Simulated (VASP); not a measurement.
# SrTiO3 (Pm-3m) in VASP: vibrations by perturbation theory with PBEsol

Aim: the vibrations by perturbation theory of SrTiO3 with PBEsol.

All numbers are computed with VASP 6.6.1; they aren't measurements. Logs are shortened: lines on timing, memory, paths and dates and some standing lists are left out, and cuts for length are marked.

## Step 1: The cell of the first run

Symmetry: Pm-3m, No. 221, cubic system. The conventional cell has a = 3.891 Å, b = 3.891 Å, c = 3.891 Å, α = 90.00°, β = 90.00°, γ = 90.00°. Sr (site symmetry m-3m) has 12 O at 2.75 Å and 8 Ti at 3.37 Å within 3.6 Å. Within 2.6 Å of Ti (site symmetry m-3m) lie 6 O at 1.95 Å. Within 2.6 Å of O (site symmetry 4/mmm) lie 2 Ti at 1.95 Å.

## Step 2: Vibrations by perturbation theory, PBEsol

Contents of INCAR:

```
  ALGO = Normal
  EDIFF = 1E-8
  ENCUT = 520
  GGA = PS
  IBRION = 8
  ISIF = 2
  ISMEAR = 0
  LASPH = T
  LCHARG = F
  LEPSILON = T
  LREAL = F
  LWAVE = F
  NELM = 80
  NSW = 1
  PREC = Accurate
  SIGMA = 0.01
```

Contents of KPOINTS:

```
k-points
0
Gamma
  6 6 6
```

Contents of POSCAR:

```
SrTiO3
1.0
    3.8911418854      0.0000000000      0.0000000000
    0.0000000000      3.8911418854      0.0000000000
    0.0000000000      0.0000000000      3.8911418854
Sr Ti O
1 1 3
Direct
    0.0000000000      0.0000000000      0.0000000000
    0.5000000000      0.5000000000      0.5000000000
    0.5000000000      0.0000000000      0.5000000000
    0.5000000000      0.5000000000      0.0000000000
    0.0000000000      0.5000000000      0.5000000000
```

Potentials or basis: VASP PAW PBE potentials, release 64 (Sr_sv, Ti_sv, O).

Started as:

```sh
cat potpaw_PBE.64/Sr_sv/POTCAR potpaw_PBE.64/Ti_sv/POTCAR potpaw_PBE.64/O/POTCAR > POTCAR
mpirun -np 1 vasp_std > vasp.out
```

OUTCAR:

```text
EDIFF = 1E-8
   ENCUT = 520
   GGA = PS
   IBRION = 8
   ISIF = 2
   ISMEAR = 0
   LASPH = T
   LEPSILON = T
   LREAL = F
   NELM = 80
   NSW = 1
   PREC = Accurate

 ion  position               nearest neighbor table
   1  0.000  0.000  0.000-   3 2.75   4 2.75   5 2.75   3 2.75   5 2.75   4 2.75   5 2.75   5 2.75
                             3 2.75   4 2.75   3 2.75   4 2.75   2 3.37   2 3.37   2 3.37   2 3.37
   2  0.500  0.500  0.500-   3 1.95   4 1.95   5 1.95   4 1.95   3 1.95   5 1.95   1 3.37   1 3.37
                             1 3.37   1 3.37   1 3.37   1 3.37   1 3.37   1 3.37
   3  0.500  0.000  0.500-   2 1.95   2 1.95   1 2.75   1 2.75   1 2.75   1 2.75
   4  0.500  0.500  0.000-   2 1.95   2 1.95   1 2.75   1 2.75   1 2.75   1 2.75
   5  0.000  0.500  0.500-   2 1.95   2 1.95   1 2.75   1 2.75   1 2.75   1 2.75

  LATTYP: Found a simple cubic cell.
 ALAT       =     3.8911418854

  Lattice vectors:

 A1 = (   3.8911418854,   0.0000000000,   0.0000000000)
 A2 = (   0.0000000000,   3.8911418854,   0.0000000000)
 A3 = (   0.0000000000,   0.0000000000,   3.8911418854)

Analysis of symmetry for initial positions (statically):
=====================================================================
 Subroutine PRICEL returns:
 Original cell was already a primitive cell.

 Routine SETGRP: Setting up the symmetry group for a
 simple cubic supercell.

 Subroutine GETGRP returns: Found 48 space group operations
 (whereof 48 operations were pure point group operations)
 out of a pool of 48 trial point group operations.

The static configuration has the point symmetry O_h .

Analysis of symmetry for dynamics (positions and initial velocities):
=====================================================================
 Subroutine PRICEL returns:
 Original cell was already a primitive cell.

 Routine SETGRP: Setting up the symmetry group for a
 simple cubic supercell.

 Subroutine GETGRP returns: Found 48 space group operations
 (whereof 48 operations were pure point group operations)
 out of a pool of 48 trial point group operations.

The dynamic configuration has the point symmetry O_h .

 Subroutine INISYM returns: Found 48 space group operations
 (whereof 48 operations are pure point group operations),
 and found     1 'primitive' translations

----------------------------------------------------------------------------------------

                                     Primitive cell

  volume of cell :      58.9157

  direct lattice vectors                    reciprocal lattice vectors
     3.891141885  0.000000000  0.000000000     0.256993970  0.000000000  0.000000000
     0.000000000  3.891141885  0.000000000     0.000000000  0.256993970  0.000000000
     0.000000000  0.000000000  3.891141885     0.000000000  0.000000000  0.256993970

  length of vectors
     3.891141885  3.891141885  3.891141885     0.256993970  0.256993970  0.256993970

  position of ions in fractional coordinates (direct lattice)
     0.000000000  0.000000000  0.000000000
     0.500000000  0.500000000  0.500000000
     0.500000000  0.000000000  0.500000000
     0.500000000  0.500000000  0.000000000
     0.000000000  0.500000000  0.500000000

  ion indices of the primitive-cell ions
   primitive index   ion index
                 1           1
                 2           2
                 3           3
                 4           4
                 5           5

----------------------------------------------------------------------------------------

 KPOINTS: k-points

Automatic generation of k-mesh.
 Grid dimensions read from file:
 generate k-points for:    6    6    6

 Generating k-lattice:

  Cartesian coordinates                     Fractional coordinates (reciprocal lattice)
     0.042832328  0.000000000  0.000000000     0.166666667  0.000000000  0.000000000
[... 706 lines left out ...]

 PIEZOELECTRIC TENSOR FIELD DIRECTION 3  (C/m^2)
 -----------------------------------------------------------------------------
     0.00217  0.00000  0.00000
     0.00000  0.00217 -0.00000
    -0.00000  0.00000 -0.00389

[... ionic steps 4 to 9 ...]

--------------------------------------- Ionic step       10  -------------------------------------------

------------------------ aborting loop because EDIFF is reached ----------------------------------------

--------------------------------------- Ionic step       11  -------------------------------------------

 Free energy of the ion-electron system (eV)
  ---------------------------------------------------
  ---------------------------------------------------
  free energy    TOTEN  =        -0.37474509 eV

  energy without entropy =       -0.37474509

------------------------ aborting loop because EDIFF is reached ----------------------------------------

 INTERNAL STRAIN TENSOR  FOR ION    3  DIRECTION 2   (eV/Angst):
 -----------------------------------------------------------------------------
    -0.00551  0.00000 -0.00000
     0.00000  0.00573 -0.00000
    -0.00000 -0.00000 -0.00551

 MACROSCOPIC STATIC DIELECTRIC TENSOR (including local field effects in DFT)
 ------------------------------------------------------
           6.417067     0.000000    -0.000000
           0.000000     6.417067     0.000000
           0.000000     0.000000     6.417067
 ------------------------------------------------------

 PIEZOELECTRIC TENSOR (including local field effects)  for field in x, y, z        (e  Angst)
          XX          YY          ZZ          XY          YZ          ZX
  --------------------------------------------------------------------------------
  x     0.00000     0.00000     0.00000     0.00000     0.00000     0.00000
  y     0.00000     0.00000     0.00000     0.00000     0.00000     0.00000
  z     0.00000     0.00000     0.00000     0.00000     0.00000     0.00000

 PIEZOELECTRIC TENSOR (including local field effects)  for field in x, y, z        (C/m^2)
          XX          YY          ZZ          XY          YZ          ZX
  --------------------------------------------------------------------------------
  x     0.00000     0.00000     0.00000     0.00000     0.00000     0.00000
  y     0.00000     0.00000     0.00000     0.00000     0.00000     0.00000
  z     0.00000     0.00000     0.00000     0.00000     0.00000     0.00000

 BORN EFFECTIVE CHARGES (including local field effects) (in |e|, cummulative output)
 ---------------------------------------------------------------------------------
 ion    1
    1     2.55895     0.00000     0.00000
    2     0.00000     2.55895     0.00000
    3     0.00000    -0.00000     2.55895
 ion    2
    1     7.40372    -0.00000     0.00000
    2    -0.00000     7.40372     0.00000
    3    -0.00000     0.00000     7.40372
 ion    3
    1    -2.05217     0.00000     0.00000
    2    -0.00000    -5.85834     0.00000
    3     0.00000     0.00000    -2.05217
 ion    4
    1    -2.05217    -0.00000     0.00000
    2    -0.00000    -2.05217     0.00000
    3     0.00000    -0.00000    -5.85834
 ion    5
    1    -5.85834     0.00000    -0.00000
    2     0.00000    -2.05217     0.00000
    3     0.00000     0.00000    -2.05217

 INTERNAL STRAIN TENSOR FOR ION    5 for displacements in x,y,z  (eV/Angst):
          X           Y           Z          XY          YZ          ZX
  --------------------------------------------------------------------------------
  x     0.00000     0.00000     0.00000     0.00000     0.00000     0.00000
  y     0.00000     0.00000     0.00000     0.00000     0.00000     0.00000
  z     0.00000     0.00000     0.00000     0.00000     0.00000     0.00000

 SECOND DERIVATIVES (NOT SYMMETRIZED)
 ------------------------------------
               1X          1Y          1Z          2X          2Y          2Z          3X          3Y          3Z          4X          4Y          4Z          5X          5Y          5Z
  1X    -3.651096   -0.000000    0.000000    2.991901    0.000000    0.000000   -0.233887    0.000000   -0.000000   -0.233887    0.000000   -0.000000    1.126968    0.000000    0.000000
  1Y    -0.000000   -3.651096    0.000000    0.000000    2.991901    0.000000    0.000000    1.126968   -0.000000    0.000000   -0.233887    0.000000   -0.000000   -0.233887    0.000000
  1Z     0.000000   -0.000000   -3.651096    0.000000    0.000000    2.991901    0.000000   -0.000000   -0.233887    0.000000    0.000000    1.126968   -0.000000   -0.000000   -0.233887
  2X     3.011738   -0.000000    0.000000   -2.200020    0.000000    0.000000   -0.329407   -0.000000   -0.000000   -0.329407   -0.000000    0.000000   -0.152905   -0.000000    0.000000
  2Y     0.000000    3.011738    0.000000    0.000000   -2.200020    0.000000    0.000000   -0.152905    0.000000    0.000000   -0.329407   -0.000000    0.000000   -0.329407   -0.000000
  2Z     0.000000    0.000000    3.011738    0.000000    0.000000   -2.200020   -0.000000    0.000000   -0.329407    0.000000    0.000000   -0.152905   -0.000000   -0.000000   -0.329407
  3X    -0.297365    0.000000    0.000000   -0.361179    0.000000    0.000000   -3.869060    0.000000    0.000000   -0.927552    0.000000    0.000000    5.455156    0.000000    0.000000
  3Y    -0.000000    1.187436   -0.000000    0.000000   -0.173646   -0.000000   -0.000000  -12.023793    0.000000   -0.000000    5.505002    0.000000   -0.000000    5.505002    0.000000
  3Z     0.000000    0.000000   -0.297365    0.000000    0.000000   -0.361179    0.000000    0.000000   -3.869060    0.000000    0.000000    5.455156    0.000000    0.000000   -0.927552
  4X    -0.297365    0.000000    0.000000   -0.361179    0.000000    0.000000   -0.927552    0.000000    0.000000   -3.869060    0.000000    0.000000    5.455156    0.000000    0.000000
  4Y     0.000000   -0.297365    0.000000    0.000000   -0.361179    0.000000    0.000000    5.455156    0.000000    0.000000   -3.869060    0.000000    0.000000   -0.927552    0.000000
  4Z     0.000000    0.000000    1.187436   -0.000000   -0.000000   -0.173646   -0.000000    0.000000    5.505002    0.000000    0.000000  -12.023793    0.000000   -0.000000    5.505002
  5X     1.187436   -0.000000   -0.000000   -0.173646    0.000000    0.000000    5.505002   -0.000000    0.000000    5.505002   -0.000000    0.000000  -12.023793   -0.000000    0.000000
  5Y     0.000000   -0.297365    0.000000    0.000000   -0.361179    0.000000    0.000000    5.455156    0.000000    0.000000   -0.927552    0.000000    0.000000   -3.869060    0.000000
  5Z     0.000000    0.000000   -0.297365    0.000000    0.000000   -0.361179    0.000000    0.000000   -0.927552    0.000000    0.000000    5.455156    0.000000    0.000000   -3.869060

 Eigenvectors and eigenvalues of the dynamical matrix
 ----------------------------------------------------

   1 f  =   16.103506 THz   101.181313 2PiTHz  537.155147 cm-1    66.598720 meV
             X         Y         Z           dx          dy          dz
      0.000000  0.000000  0.000000     0.002890   -0.030571   -0.000000
      1.945571  1.945571  1.945571     0.000285   -0.003017    0.000000
      1.945571  0.000000  1.945571     0.035733    0.839337   -0.000000
      1.945571  1.945571  0.000000     0.035733   -0.377962    0.000000
      0.000000  1.945571  1.945571    -0.079353   -0.377962   -0.000000
[... 105 lines left out ...]
  15 f/i=    1.948578 THz    12.243276 2PiTHz   64.997563 cm-1     8.058667 meV
             X         Y         Z           dx          dy          dz
      0.000000  0.000000  0.000000    -0.005768    0.008455   -0.227324
      1.945571  1.945571  1.945571    -0.010869    0.015933   -0.428349
      1.945571  0.000000  1.945571     0.013297   -0.017190    0.524042
      1.945571  1.945571  0.000000     0.013297   -0.019492    0.462144
      0.000000  1.945571  1.945571     0.011726   -0.019492    0.524042

--------------------------------------------------------------------------------------------------------

 MACROSCOPIC STATIC DIELECTRIC TENSOR IONIC CONTRIBUTION
 ------------------------------------------------------
         716.176187    -0.000000    -0.000000
          -0.000000   716.176187    -0.000000
          -0.000000    -0.000000   716.176187
 ------------------------------------------------------

 ELASTIC MODULI CONTR FROM IONIC RELAXATION (kBar)
 Direction    XX          YY          ZZ          XY          YZ          ZX
 --------------------------------------------------------------------------------
 XX           0.0000      0.0000      0.0000      0.0000      0.0000      0.0000
 YY           0.0000      0.0000      0.0000      0.0000      0.0000      0.0000
 ZZ           0.0000      0.0000      0.0000      0.0000      0.0000      0.0000
 XY           0.0000      0.0000      0.0000      0.0000      0.0000      0.0000
 YZ           0.0000      0.0000      0.0000      0.0000      0.0000      0.0000
 ZX           0.0000      0.0000      0.0000      0.0000      0.0000      0.0000
 --------------------------------------------------------------------------------

 PIEZOELECTRIC TENSOR IONIC CONTR  for field in x, y, z        (C/m^2)
          XX          YY          ZZ          XY          YZ          ZX
  --------------------------------------------------------------------------------
  x     0.00000     0.00000     0.00000     0.00000     0.00000     0.00000
  y     0.00000     0.00000     0.00000     0.00000     0.00000     0.00000
  z     0.00000     0.00000     0.00000     0.00000     0.00000     0.00000
```

It took 41 min on 1 thread of Intel Xeon 8259CL, shared host; peak memory 0.44 GiB.

What came out:

| Property | Result |
| --- | --- |
| Electronic dielectric tensor (diagonal) | 6.42 |
| Born charges (mean of the diagonal) | Sr +2.56; Ti +7.40; O -3.32 e |
| Highest phonon frequency at Γ, LO-TO splitting left out | 537 cm⁻¹ |
| Most unstable mode | 65i cm⁻¹ |

Phonon frequencies in cm⁻¹ (negative: imaginary):
```
              q point                                            frequencies
(0.000, 0.000, 0.000)  -65 -65 -65 4 4 4 159 159 159 224 224 224 537 537 537
```

Electronic dielectric tensor:
```
6.42 0.00 0.00
0.00 6.42 0.00
0.00 0.00 6.42
```

Born effective charge tensors (e):
atom 1, Sr
```
2.56 0.00 0.00
0.00 2.56 0.00
0.00 0.00 2.56
```
atom 2, Ti
```
7.40 0.00 0.00
0.00 7.40 0.00
0.00 0.00 7.40
```
atom 3, O
```
-2.05  0.00  0.00
 0.00 -5.86  0.00
 0.00  0.00 -2.05
```
atom 4, O
```
-2.05  0.00  0.00
 0.00 -2.05  0.00
 0.00  0.00 -5.86
```
atom 5, O
```
-5.86  0.00  0.00
 0.00 -2.05  0.00
 0.00  0.00 -2.05
```

Caveat: some modes are imaginary.
